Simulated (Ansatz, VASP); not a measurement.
## Si in VASP and in Ansatz

```
Si
1.0
     0.00000    2.72185    2.72185
     2.72185    0.00000    2.72185
     2.72185    2.72185    0.00000
Si
2
Direct
  0.75000 0.75000 0.75000
  0.50000 0.50000 0.50000
```

Alike in both runs: task single point; functional PBEsol; k mesh 6 × 6 × 6; occupations gaussian, width 0.1 eV; no spin polarisation.

|  | VASP | Ansatz |
| --- | --- | --- |
| version | VASP 6.6.1 | Ansatz 0.2.0 |
| potentials or method | VASP PAW PBE potentials, release 64 (Si), cutoff 520 eV | scalar-relativistic, plane waves, PAW |
| valence electrons in the cell | 8 | 8 |

```csv
,VASP,Ansatz,Ansatz less VASP
gap on the k mesh at the Fermi level (eV),0.60,0.60,+0.005
least direct gap on the mesh (eV),2.51,2.51,+0.003
pressure (GPa),-0.3,-0.4,-0.11
```

VASP's potentials were made for PBE, not for PBEsol. With one functional, cell and mesh, what is left measures potentials, basis and numerics.
